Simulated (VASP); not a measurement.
Here is a VASP 6.6.1 calculation.

INCAR

```
PREC     = Accurate       # precision mode
ENCUT    = 520            # plane-wave cutoff, eV
EDIFF    = 1E-6           # SCF threshold, eV
ISMEAR   = -1             # smearing method
SIGMA    = 0.08           # smearing width, eV
LREAL    = F              # projectors in reciprocal space
LASPH    = T              # aspherical terms in the spheres
NELM     = 80             # most SCF steps
ALGO     = Normal         # electronic algorithm
ISIF     = 2              # what is computed and relaxed
LWAVE    = F              # write WAVECAR
LCHARG   = F              # write CHGCAR
GGA      = PS             # functional
NBANDS   = 11             # bands
```

File KPOINTS:

```
Automatic mesh
0
Gamma
  15 15 15
```

Contents of POSCAR:

```
Sr
1.0
    0.0000000000      2.2098989536      2.2098989536
    2.2098989536      0.0000000000      2.2098989536
    2.2098989536      2.2098989536      0.0000000000
Sr
1
Direct
    0.0000000000      0.0000000000      0.0000000000
```

Potentials or basis: VASP PAW PBE potentials, release 64 (Sr_sv).

Launch:

```console
$ cat potpaw_PBE.64/Sr_sv/POTCAR > POTCAR
$ mpirun -np 1 vasp_std > vasp.out
```

Question: Predict the pressure.

Answer: 36.7 GPa.

Question: Estimate the band gap on the k mesh.

Answer: Zero (band 5 reaches 6.46 eV, above the bottom of band 6 at 4.61 eV).

Caveat: the PAW data sets were made with another functional, which shifts forces and pressure a little.
